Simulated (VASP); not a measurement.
## ZnS: single point with r2SCAN

Crystal: ZnS.

```
CELL_PARAMETERS angstrom
3.81100 0.00000 0.00000
-1.90550 3.30042 0.00000
0.00000 0.00000 6.23400
ATOMIC_POSITIONS crystal
Zn 0.33333 0.66667 0.07218
Zn 0.66667 0.33333 0.50000
S 0.33333 0.66667 0.38500
S 0.66667 0.33333 0.88500
```

This cell differs from its parent crystal: atom 1 (Zn) moved by (+0.000, +0.450) A along [1 1 0] and z.

| Quantity | Value |
| --- | --- |
| Program | VASP 6.6.1 |
| Task | single point |
| Functional | r2SCAN |
| Potentials or basis | VASP PAW PBE potentials, release 64 (Zn, S) |
| Cutoff | 520 eV |
| k mesh | 6 × 6 × 4 |
| Occupations | gaussian, width 0.05 eV |
| Spin | no spin polarisation |
| Dipole correction | no |
| Further INCAR settings | ALGO = Normal; EDIFF = 1e-06; NBANDS = 26 |

```json
{"Pressure": "4.4 GPa", "Largest force": "6.747 eV/Å", "Band gap on the k mesh": "2.08 eV, direct"}
```

Forces on the atoms (eV/Å):
```
Zn   0.000  0.000 -6.747
Zn   0.000  0.000  1.233
S    0.000  0.000  4.838
S    0.000  0.000  0.676
```

Stress tensor (GPa, compression positive):
```
-1.27  0.00  0.00
 0.00 -1.27  0.00
 0.00  0.00 15.75
```

Levels at points of the mesh, in eV from the valence-band top:
```
           k point  band 16  band 17  band 18  band 19  band 20  band 21
(0.00, 0.00, 0.00)    -0.71     0.00     0.00     2.08     3.53     6.03
(0.50, 0.00, 0.00)    -3.12    -2.31    -0.72     3.28     4.61     4.83
(0.00, 0.00, 0.50)    -1.69    -0.20    -0.20     2.99     4.50     6.17
(0.50, 0.00, 0.50)    -2.46    -1.75    -1.13     2.99     3.46     4.93
```

Run time: 84 s on 1 thread of Intel(R) Xeon(R) 6975P-C (Granite Rapids), with other jobs on the host, peak memory 0.22 GiB.

Caveat: the cell differs from its parent crystal (atom 1 (Zn) moved by (+0.000, +0.450) A along [1 1 0] and z); the PAW data sets were made with another functional, which shifts forces and pressure a little.
